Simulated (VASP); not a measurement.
# SiC (P6_3mc) in VASP: a series of runs

The runs below take SiC through single point, relaxation of cell and atoms, with PBE.

Everything below comes from runs of VASP 6.6.1. Logs are shortened: lines on timing, memory, paths and dates and some standing lists are left out, and cuts for length are marked.

**1. The cell of the first run**

It takes space group P6_3mc (No. 186, hexagonal). The conventional cell has a = 3.092 Å, b = 3.092 Å, c = 5.074 Å, α = 90.00°, β = 90.00°, γ = 120.00°. Within 2.5 Å of Si (site symmetry 3m) lie 4 C at 1.89 to 1.91 Å. Within 2.5 Å of C (site symmetry 3m) lie 4 Si at 1.89 to 1.91 Å.

**2. Single point, PBE**

INCAR

```
SYSTEM = SiC
PREC = Accurate ; ENCUT = 520
EDIFF = 1E-6 ; ISMEAR = 0
SIGMA = 0.02 ; LREAL = .FALSE.
LASPH = .TRUE. ; NELM = 80
ALGO = Normal ; ISIF = 2
LWAVE = .FALSE. ; LCHARG = .FALSE.
GGA = PE ; NBANDS = 16
```

KPOINTS

```
Automatic mesh
0
G
  12 12 6
  0 0 0
```

POSCAR

```
SiC
1.0
    3.0919380072      0.0000002896      0.0000000000
   -1.5459692545      2.6776967164      0.0000000000
    0.0000000000      0.0000000000      5.0742901928
Si C
2 2
Direct
    0.0000000000      0.0000000000     -0.0004184553
    0.3333333333      0.6666666667      0.4995815447
    0.0000000000      0.0000000000      0.3754184553
    0.3333333333      0.6666666667      0.8754184553
```

Potentials or basis: VASP PAW PBE potentials, release 64 (Si, C).

The run is started by

```console
> cat potpaw_PBE.64/Si/POTCAR potpaw_PBE.64/C/POTCAR > POTCAR
> mpirun -np 1 vasp_std > vasp.out
```

OUTCAR:

```text
SYSTEM = SiC
   PREC = Accurate
   ENCUT = 520
   EDIFF = 1E-6
   ISMEAR = 0
   LREAL = .FALSE.
   LASPH = .TRUE.
   NELM = 80
   ISIF = 2
   GGA = PE

 ion  position               nearest neighbor table
   1  0.000  0.000  1.000-   4 1.89   4 1.89   4 1.89   3 1.91   2 3.10   2 3.10   2 3.10   2 3.10
                             2 3.10   2 3.10
   2  0.333  0.667  0.500-   3 1.89   3 1.89   3 1.89   4 1.91   1 3.10   1 3.10   1 3.10   1 3.10
                             1 3.10   1 3.10
   3  0.000  0.000  0.375-   2 1.89   2 1.89   2 1.89   1 1.91
   4  0.333  0.667  0.875-   1 1.89   1 1.89   1 1.89   2 1.91

  LATTYP: Found a hexagonal cell.
 ALAT       =     3.0919380072
 C/A-ratio  =     1.6411358122

  Lattice vectors:

 A1 = (   3.0919380072,   0.0000002896,   0.0000000000)
 A2 = (  -1.5459692545,   2.6776967164,   0.0000000000)
 A3 = (   0.0000000000,   0.0000000000,   5.0742901928)

Analysis of symmetry for initial positions (statically):
=====================================================================
 Subroutine PRICEL returns:
 Original cell was already a primitive cell.

 Routine SETGRP: Setting up the symmetry group for a
 hexagonal supercell.

 Subroutine GETGRP returns: Found 12 space group operations
 (whereof  6 operations were pure point group operations)
 out of a pool of 24 trial point group operations.

The static configuration has the point symmetry C_3v.
 The point group associated with its full space group is C_6v.

Analysis of symmetry for dynamics (positions and initial velocities):
=====================================================================
 Subroutine PRICEL returns:
 Original cell was already a primitive cell.

 Routine SETGRP: Setting up the symmetry group for a
 hexagonal supercell.

 Subroutine GETGRP returns: Found 12 space group operations
 (whereof  6 operations were pure point group operations)
 out of a pool of 24 trial point group operations.

The dynamic configuration has the point symmetry C_3v.
 The point group associated with its full space group is C_6v.

 Subroutine INISYM returns: Found 12 space group operations
 (whereof  6 operations are pure point group operations),
 and found     1 'primitive' translations

----------------------------------------------------------------------------------------

                                     Primitive cell

  volume of cell :      42.0114

  direct lattice vectors                    reciprocal lattice vectors
     3.091938007  0.000000290  0.000000000     0.323421732  0.186727665  0.000000000
    -1.545969254  2.677696716  0.000000000    -0.000000035  0.373455268  0.000000000
     0.000000000  0.000000000  5.074290193     0.000000000  0.000000000  0.197071898

  length of vectors
     3.091938007  3.091938007  5.074290193     0.373455268  0.373455268  0.197071898

  position of ions in fractional coordinates (direct lattice)
     0.000000000  0.000000000  0.999581545
     0.333333333  0.666666667  0.499581545
     0.000000000  0.000000000  0.375418455
     0.333333333  0.666666667  0.875418455

  ion indices of the primitive-cell ions
   primitive index   ion index
                 1           1
                 2           2
                 3           3
                 4           4

----------------------------------------------------------------------------------------

 KPOINTS: Automatic mesh

Automatic generation of k-mesh.
 Grid dimensions read from file:
 generate k-points for:   12   12    6

 Generating k-lattice:

  Cartesian coordinates                     Fractional coordinates (reciprocal lattice)
     0.026951811  0.015560639  0.000000000     0.083333333  0.000000000  0.000000000
    -0.000000003  0.031121272  0.000000000    -0.000000000  0.083333333  0.000000000
     0.000000000  0.000000000  0.032845316     0.000000000  0.000000000  0.166666667

  Length of vectors
     0.031121272  0.031121272  0.032845316

  Shift w.r.t. Gamma in fractional coordinates (k-lattice)
     0.000000000  0.000000000  0.000000000

 Subroutine IBZKPT returns following result:
 ===========================================

 Found     76 irreducible k-points:

 Following reciprocal coordinates:
            Coordinates               Weight
  0.000000  0.000000  0.000000      1.000000
  0.083333 -0.000000  0.000000      6.000000
  0.166667  0.000000  0.000000      6.000000
  0.250000  0.000000  0.000000      6.000000
  0.333333 -0.000000  0.000000      6.000000
  0.416667 -0.000000  0.000000      6.000000
[... 16 lines left out ...]
  0.250000  0.000000  0.166667     12.000000
  0.333333 -0.000000  0.166667     12.000000
 [... further k-points ...]
   k-points           NKPTS =     76   k-points in BZ     NKDIM =     76   number of bands    NBANDS=     16
   number of dos      NEDOS =    301   number of ions     NIONS =      4
   total plane-waves  NPLWV =  23040
   dimension x,y,z NGX =    24 NGY =   24 NGZ =   40
   dimension x,y,z NGXF=    48 NGYF=   48 NGZF=   80
   ions per type =               2   2
   NGX,Y,Z   is equivalent  to a cutoff of  12.90, 12.90, 13.10 a.u.
   NGXF,Y,Z  is equivalent  to a cutoff of  25.81, 25.81, 26.21 a.u.
 SYSTEM =  SiC
   PREC   = accura    normal or accurate (medium, high low for compatibility)
   ISTART =      0    job   : 0-new  1-cont  2-samecut
   ICHARG =      2    charge: 1-file 2-atom 10-const
   ISPIN  =      1    spin polarized calculation?
   LNONCOLLINEAR =      F non collinear calculations
   LSORBIT =      F    spin-orbit coupling
   LASPH  =      T    aspherical Exc in radial PAW
   ENCUT  =  520.0 eV  38.22 Ry    6.18 a.u.   5.75  5.75  9.43*2*pi/ulx,y,z
   NELM   =     80;   NELMIN=  2; NELMDL= -5     # of ELM steps
   EDIFF  = 0.1E-05   stopping-criterion for ELM
   LREAL  =      F    real-space projection
   EDIFFG = 0.1E-04   stopping-criterion for IOM
   NSW    =      0    number of steps for IOM
   IBRION =     -1    ionic relax: 0-MD 1-quasi-New 2-CG
   NFREE  =      0    steps in history (QN), initial steepest desc. (CG)
   ISIF   =      2    stress and relaxation
   ISYM   =      2    0-nonsym 1-usesym 2-fastsym
   POTIM  = 0.5000    time-step for ionic-motion
   TEBEG  =    0.0;   TEEND  =   0.0 temperature during run
   PSTRESS=    0.0 pullay stress
   NELECT =      16.0000    total number of electrons
   NUPDOWN=      -1.0000    fix difference up-down
   EMIN   =  10.00;   EMAX   =-10.00  energy-range for DOS
   EFERMI =   0.00;   METHOD = LEGACY
   ISMEAR =     0;   SIGMA  =   0.02  broadening in eV -4-tet -1-fermi 0-gaus
   EFERMI_NEDOS =   21; number of points for ismear=-14 and -15
   IALGO  =     38    algorithm
   IMIX   =      4    mixing-type and parameters
     AMIX     =   0.40;   BMIX     =  1.00
     AMIX_MAG =   1.60;   BMIX_MAG =  1.00
  volume/ion in A,a.u.               =      10.50        70.88
  Fermi-wavevector in a.u.,A,eV,Ry     =   1.186658  2.242459 19.159150  1.408158
  Thomas-Fermi vector in A             =   2.322826
   LORBIT       =      0    0 simple, 1 ext, 2 COOP (PROOUT), +10 PAW based schemes
   GGA     = PE    functional components
   LHFCALC =     F    Hartree Fock is set to
   AEXX    =    0.0000 exact exchange contribution
   IVDW    =     0    specifies the selected vdW correction
   LEPSILON=     F    determine dielectric tensor
   LRPA    =     F    only Hartree local field effects (RPA)
 non-spin polarized calculation
 Gauss-broadening in eV      SIGMA  =   0.02
  energy-cutoff  :      520.00
  volume of cell :       42.01
 maximum number of plane-waves:      1170
 NGX is ok and might be reduce to    24
   NGX = 11   NGY = 11   NGZ = 19

 number of electron      16.0000000 magnetization

 Free energy of the ion-electron system (eV)
  ---------------------------------------------------
  ext. energy  EPLUGINS =         0.00000000
  ---------------------------------------------------
  free energy    TOTEN  =       -30.11026375 eV

  energy without entropy =      -30.11026375  energy(sigma->0) =      -30.11026375

 E-fermi :   8.2532     XC(G=0): -11.2826

 val. band max:        8.0839631130   @ k =   0.0000   0.0000   0.0000
 cond. band min:      10.3873069181   @ k =   0.3333   0.3333   0.0000
 fundamental gap:      2.3033438050
 Fermi energy:         8.2532266290

 k-point     1 :       0.0000    0.0000    0.0000
  band No.  band energies     occupation
      1      -7.3614      2.00000
      2      -3.8523      2.00000
      3      -0.5244      2.00000
      4       6.7747      2.00000
      5       6.7747      2.00000
      6       7.9739      2.00000
[... 8 lines left out ...]
     15      16.9317      0.00000
     16      19.2982      0.00000

 k-point     2 :       0.0833   -0.0000    0.0000
  band No.  band energies     occupation
      1      -7.2423      2.00000
      2      -3.7506      2.00000
      3      -0.4153      2.00000
      4       6.0943      2.00000
      5       6.5669      2.00000
      6       7.6200      2.00000
[... 8 lines left out ...]
     15      17.2333      0.00000
     16      18.4296      0.00000

 k-point     3 :       0.1667    0.0000    0.0000
  band No.  band energies     occupation
      1      -6.8884      2.00000
      2      -3.4546      2.00000
      3      -0.0977      2.00000
      4       4.6199      2.00000
      5       6.0963      2.00000
      6       6.5064      2.00000
[... 8 lines left out ...]
     15      17.5660      0.00000
     16      17.9031      0.00000

 k-point     4 :       0.2500    0.0000    0.0000
  band No.  band energies     occupation
      1      -6.3107      2.00000
      2      -3.0011      2.00000
      3       0.3791      2.00000
      4       3.0208      2.00000
      5       5.1286      2.00000
      6       5.5849      2.00000
[... 8 lines left out ...]
     15      18.0454      0.00000
     16      18.8042      0.00000

 k-point     5 :       0.3333   -0.0000    0.0000
  band No.  band energies     occupation
      1      -5.5376      2.00000
      2      -2.5115      2.00000
      3       0.6855      2.00000
      4       1.9483      2.00000
      5       3.7308      2.00000
      6       5.1617      2.00000
[... 8 lines left out ...]
     15      18.8845      0.00000
     16      19.9658      0.00000

 k-point     6 :       0.4167   -0.0000    0.0000
  band No.  band energies     occupation
      1      -4.6543      2.00000
      2      -2.3666      2.00000
      3       0.3272      2.00000
      4       2.2091      2.00000
      5       2.5593      2.00000
      6       4.8893      2.00000
[... 8 lines left out ...]
     15      18.9686      0.00000
     16      20.2491      0.00000
[... 267 lines left out ...]
 k-point    21 :       0.0833   -0.0000    0.1667
  band No.  band energies     occupation
      1      -7.1086      2.00000
      2      -4.2756      2.00000
      3       0.3232      2.00000
      4       6.1841      2.00000
      5       6.6476      2.00000
      6       7.0538      2.00000
[... 8 lines left out ...]
     15      16.9456      0.00000
     16      18.8533      0.00000

 k-point    22 :       0.1667    0.0000    0.1667
  band No.  band energies     occupation
      1      -6.7557      2.00000
      2      -3.9628      2.00000
      3       0.6044      2.00000
      4       4.7410      2.00000
      5       6.1217      2.00000
      6       6.1860      2.00000
[... 8 lines left out ...]
     15      17.7355      0.00000
     16      18.2669      0.00000

 k-point    23 :       0.2500    0.0000    0.1667
  band No.  band energies     occupation
      1      -6.1803      2.00000
      2      -3.4727      2.00000
      3       0.9631      2.00000
      4       3.2243      2.00000
      5       4.7438      2.00000
      6       5.6814      2.00000
[... 8 lines left out ...]
     15      18.7505      0.00000
     16      18.7716      0.00000

 k-point    24 :       0.3333   -0.0000    0.1667
  band No.  band energies     occupation
      1      -5.4112      2.00000
      2      -2.8953      2.00000
      3       0.8012      2.00000
      4       2.5083      2.00000
      5       3.3297      2.00000
      6       5.2623      2.00000
[... 8 lines left out ...]
     15      19.2419      0.00000
     16      20.0123      0.00000

 [... further k-points ...]

------------------------ aborting loop because EDIFF is reached ----------------------------------------

  FORCE on cell =-STRESS in cart. coord.  units (eV):
  Direction    XX          YY          ZZ          XY          YZ          ZX
  --------------------------------------------------------------------------------------
  -------------------------------------------------------------------------------------
  Total       -0.0137239     -0.0137239     -0.0104490      0.0000000      0.0000000      0.0000000
  in kB       -0.5233849     -0.5233849     -0.3984908      0.0000000      0.0000000      0.0000000
  external PRESSURE =      -0.4817535 kB  Pullay stress =       0.0000000 kB

 VOLUME and BASIS-vectors are now :
 -----------------------------------------------------------------------------
  energy-cutoff  :      520.00
  volume of cell :       42.01
      direct lattice vectors                 reciprocal lattice vectors
     3.091938007  0.000000290  0.000000000     0.323421732  0.186727665  0.000000000
    -1.545969254  2.677696716  0.000000000    -0.000000035  0.373455268  0.000000000
     0.000000000  0.000000000  5.074290193     0.000000000  0.000000000  0.197071898

 POSITION                                       TOTAL-FORCE (eV/Angst)
 -----------------------------------------------------------------------------------
      0.00000      0.00000      5.07217         0.000000     -0.000000      0.000276
     -0.00000      1.78513      2.53502        -0.000000      0.000000      0.000276
      0.00000      0.00000      1.90498        -0.000000      0.000000     -0.000276
     -0.00000      1.78513      4.44213         0.000000     -0.000000     -0.000276
 -----------------------------------------------------------------------------------
    total drift:                                0.000000     -0.000000      0.000505

  FREE ENERGIE OF THE ION-ELECTRON SYSTEM (eV)
  ---------------------------------------------------
  free  energy   TOTEN  =       -30.1102637484 eV

  energy  without entropy=      -30.1102637484  energy(sigma->0) =      -30.11026375
```

Run time: 21 s. Hardware: 1 thread of Intel Xeon 6975P-C (Granite Rapids), shared host; peak memory 0.17 GiB.

What came out:

| Quantity | Value |
| --- | --- |
| Free energy | -30.1103 eV |
| Pressure | 0.0 GPa |
| Band gap on the k mesh | 2.30 eV, indirect (least direct gap 3.94 eV) |

Levels at points of the mesh, in eV from the valence-band top:
| k point | band 6 | band 7 | band 8 | band 9 | band 10 | band 11 |
| --- | --- | --- | --- | --- | --- | --- |
| (0.00, 0.00, 0.00) | -0.11 | 0.00 | 0.00 | 4.67 | 6.04 | 6.57 |
| (0.50, 0.00, 0.00) | -3.29 | -3.24 | -1.19 | 2.75 | 4.21 | 6.76 |
| (0.00, 0.00, 0.50) | -0.71 | -0.71 | -0.71 | 5.76 | 5.76 | 7.27 |
| (0.50, 0.00, 0.50) | -2.42 | -2.31 | -2.31 | 3.25 | 3.25 | 5.19 |

**3. Relaxation of cell and atoms, PBE**

This run uses another cell than the first one, of 10.35 Å³/atom, 0.985 times its volume.

INCAR

```
SYSTEM = SiC
  PREC = Accurate
  ENCUT = 600
  EDIFF = 1E-7
  ISMEAR = 0
  SIGMA = 0.02
  LREAL = .False.
  LASPH = .True.
  NELM = 80
  ALGO = Normal
  ISIF = 3
  LWAVE = .False.
  LCHARG = .False.
  GGA = PE
  IBRION = 2
  NSW = 100
  EDIFFG = -0.005
```

KPOINTS

```
regular mesh
0
Gamma
  12 12 6
  0 0 0
```

POSCAR

```
SiC
1.0
    3.0815710000      0.0000000000      0.0000000000
   -1.5407860000      2.6687190000      0.0000000000
    0.0000000000      0.0000000000      5.0321850000
Si C
2 2
Direct
    0.0000000000      0.0000000000      0.0000000000
    0.3333333300      0.6666666700      0.5000000000
    0.0000000000      0.0000000000      0.3750000000
    0.3333333300      0.6666666700      0.8750000000
```

Potentials or basis: VASP PAW PBE potentials, release 64 (Si, C).

The run is started by

```console
> cat potpaw_PBE.64/Si/POTCAR potpaw_PBE.64/C/POTCAR > POTCAR
> mpirun -np 1 vasp_std > vasp.out
```

Wall time 94 s (1 thread of Intel Xeon 6975P-C (Granite Rapids), shared host); peak memory 0.2 GiB.

It converged, with:

- Free energy: -30.1124 eV
- Relaxed volume: 10.50 Å³/atom
- Relaxed cell: a = 3.091 Å, b = 3.091 Å, c = 5.073 Å, α = 90.00°, β = 90.00°, γ = 120.00°
- Space group after relaxing (to 0.05 Å): P6_3mc (No. 186)
- Energy gained by relaxing: 1.9 meV/atom
- Ionic steps: 7
- Pressure after relaxing: 0.0 GPa
- Band gap on the k mesh: 2.30 eV, indirect (least direct gap 3.94 eV)

The path:
```
step  energy change (eV)  largest force (eV/Å)  pressure (GPa)  volume (Å³)
   1              0.0000                0.1254            3.11        41.38
   2              0.0011                0.1673           -2.97        42.60
   3             -0.0075                0.0275            0.09        41.96
   4             -0.0075                0.0247            0.15        41.95
   5             -0.0075                0.0157           -0.06        41.99
   6             -0.0075                0.0001            0.02        41.97
   7             -0.0075                0.0017           -0.03        41.98
```

Final structure:
```
CELL_PARAMETERS angstrom
3.09110 0.00000 0.00000
-1.54555 2.67697 0.00000
0.00000 0.00000 5.07349
ATOMIC_POSITIONS crystal
Si 0.00000 0.00000 0.99958
Si 0.33333 0.66667 0.49958
C 0.00000 0.00000 0.37542
C 0.33333 0.66667 0.87542
```

Levels at points of the mesh, in eV from the valence-band top:
| k point | band 6 | band 7 | band 8 | band 9 | band 10 | band 11 |
| --- | --- | --- | --- | --- | --- | --- |
| (0.00, 0.00, 0.00) | -0.11 | 0.00 | 0.00 | 4.68 | 6.05 | 6.58 |
| (0.50, 0.00, 0.00) | -3.29 | -3.24 | -1.19 | 2.75 | 4.21 | 6.77 |
| (0.00, 0.00, 0.50) | -0.71 | -0.71 | -0.71 | 5.77 | 5.77 | 7.27 |
| (0.50, 0.00, 0.50) | -2.42 | -2.31 | -2.31 | 3.25 | 3.25 | 5.19 |
